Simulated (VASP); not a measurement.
The system is Mg7CdO8.

```
O Cd Mg
1.0
     8.54309    0.00000    0.00000
     0.00000    8.54309    0.00000
     0.00000    0.00000    8.54309
O Cd Mg
32 4 28
Direct
  0.25290 0.99851 0.99813
  0.24838 0.00216 0.49858
  0.25280 0.50025 0.00485
  0.24751 0.49984 0.49712
  0.75072 0.99713 0.99769
  0.75291 0.00076 0.49989
  0.75286 0.50065 0.00227
  0.75087 0.49880 0.49810
  0.99825 0.24749 0.00185
  0.00127 0.25051 0.49859
  0.99520 0.75015 0.99712
  0.00158 0.74763 0.50176
  0.50002 0.25040 0.99938
  0.50198 0.24980 0.49879
  0.49815 0.74736 0.00006
  0.50307 0.74973 0.49860
  0.99981 0.00154 0.25327
  0.00221 0.99936 0.75228
  0.99729 0.50222 0.25066
  0.00228 0.49973 0.75015
  0.49876 0.99907 0.24888
  0.50045 0.00049 0.75003
  0.50105 0.50379 0.25043
  0.49972 0.49741 0.75145
  0.25218 0.24837 0.25013
  0.25061 0.24913 0.74577
  0.24471 0.74801 0.25075
  0.25419 0.75093 0.74638
  0.74447 0.25040 0.25031
  0.75103 0.24964 0.75258
  0.75274 0.75133 0.24743
  0.75311 0.74901 0.75026
  0.99899 0.00143 0.99885
  0.99884 0.49955 0.50076
  0.00194 0.75154 0.75280
  0.49771 0.24870 0.75149
  0.99753 0.99640 0.49599
  0.00386 0.49806 0.99442
  0.49966 0.99667 0.00087
  0.49990 0.99964 0.50030
  0.49876 0.49745 0.00021
  0.50177 0.49999 0.50274
  0.25251 0.24741 0.99703
  0.25393 0.24820 0.50265
  0.25010 0.74941 0.00269
  0.24871 0.74635 0.49757
  0.74967 0.25124 0.00054
  0.74665 0.25493 0.50176
  0.75026 0.75298 0.00146
  0.75043 0.74692 0.50072
  0.25239 0.99886 0.24773
  0.25183 0.00019 0.75332
  0.24499 0.49532 0.24866
  0.24728 0.50352 0.75098
  0.74946 0.99867 0.25206
  0.74900 0.99799 0.74739
  0.75149 0.50360 0.25022
  0.74839 0.50082 0.74872
  0.00260 0.24872 0.25017
  0.99938 0.24688 0.75212
  0.99816 0.74453 0.24729
  0.49727 0.24722 0.25250
  0.49978 0.74982 0.24953
  0.49344 0.75279 0.75027
```

```yaml
Program: VASP 6.6.1
Task: relaxation of volume and atoms at fixed shape
Functional: PBEsol
Potentials_or_basis: VASP PAW PBE potentials, release 64 (O, Cd, Mg)
Cutoff: 600 eV
k_mesh: 1 × 1 × 1, shifted
Occupations: fermi-dirac, width 0.05 eV
Spin: no spin polarisation
```

At the start: pressure 5.1 GPa; volume 9.74 Å³/atom.

Task: Where does the relaxation end?

Result: Over 11 steps the energy falls by 58.1 meV/atom and the volume is 9.86 Å³/atom (+1.2 %); space group Pm (No. 6, to 0.1 Å) before, P2/m (No. 10, to 0.1 Å).

Step by step:
| step | energy change (eV) | largest force (eV/Å) | pressure (GPa) | volume (Å³) |
| --- | --- | --- | --- | --- |
| 1 | 0.0000 | 3.5834 | 5.05 | 623.51 |
| 2 | -3.1257 | 0.6396 | -4.64 | 651.65 |
| 3 | -3.2057 | 0.6097 | -3.58 | 647.53 |
| 4 | -3.6260 | 0.3125 | 0.31 | 629.90 |
| 5 | -3.6287 | 0.3033 | 0.70 | 628.35 |
| 6 | -3.6980 | 0.1650 | 0.30 | 630.05 |
| 7 | -3.7068 | 0.1714 | 0.11 | 630.90 |
| 8 | -3.7167 | 0.0621 | -0.13 | 631.81 |
| 9 | -3.7172 | 0.0645 | -0.20 | 632.08 |
| 10 | -3.7203 | 0.0327 | 0.06 | 631.07 |
| 11 | -3.7205 | 0.0265 | 0.14 | 630.74 |

Final structure:
```
O Cd Mg
1.0
     8.57596    0.00000    0.00000
     0.00000    8.57596    0.00000
     0.00000    0.00000    8.57596
O Cd Mg
32 4 28
Direct
  0.26392 0.99931 0.99864
  0.25401 0.99935 0.50026
  0.25391 0.49936 0.99954
  0.26384 0.49931 0.50087
  0.73606 0.99959 0.99867
  0.74599 0.99959 0.50052
  0.74589 0.49963 0.99953
  0.73597 0.49972 0.50130
  0.00007 0.26097 0.00402
  0.99999 0.23803 0.49600
  0.99997 0.73591 0.01451
  0.99982 0.76301 0.48546
  0.49997 0.25129 0.01424
  0.50002 0.24770 0.48599
  0.49996 0.74832 0.00401
  0.49996 0.75065 0.49585
  0.99983 0.00083 0.26111
  0.00018 0.01216 0.73604
  0.99968 0.49788 0.23889
  0.00027 0.48711 0.76407
  0.50003 0.99782 0.25106
  0.50018 0.98712 0.74786
  0.49985 0.50106 0.24895
  0.49990 0.51189 0.75202
  0.24815 0.24931 0.24996
  0.23778 0.24941 0.74991
  0.25082 0.74933 0.24979
  0.26172 0.74940 0.74969
  0.75174 0.24955 0.25006
  0.76262 0.24981 0.75014
  0.74892 0.74954 0.24994
  0.73854 0.74962 0.74993
  0.00007 0.99970 0.00020
  0.99997 0.49902 0.49970
  0.00006 0.74949 0.74977
  0.50024 0.24962 0.75016
  0.00004 0.00120 0.49775
  0.00007 0.49766 0.00218
  0.50005 0.99699 0.00269
  0.50011 0.99741 0.49752
  0.49985 0.50162 0.00256
  0.49997 0.50198 0.49723
  0.25035 0.25147 0.00248
  0.25042 0.24726 0.49739
  0.25470 0.74721 0.00252
  0.25470 0.75156 0.49701
  0.74966 0.25169 0.00270
  0.74965 0.24761 0.49750
  0.74515 0.74746 0.00246
  0.74529 0.75169 0.49740
  0.25224 0.99955 0.25201
  0.25308 0.99937 0.74743
  0.25218 0.49916 0.24791
  0.25300 0.49942 0.75210
  0.74757 0.99970 0.25223
  0.74738 0.99989 0.74767
  0.74750 0.49945 0.24780
  0.74722 0.49956 0.75246
  0.99980 0.24943 0.25006
  0.00027 0.24960 0.75007
  0.99971 0.74944 0.24978
  0.49995 0.24956 0.25008
  0.49993 0.74946 0.24993
  0.50002 0.74955 0.74983
```

Caveat: the PAW data sets were made with another functional, which shifts forces and pressure a little.
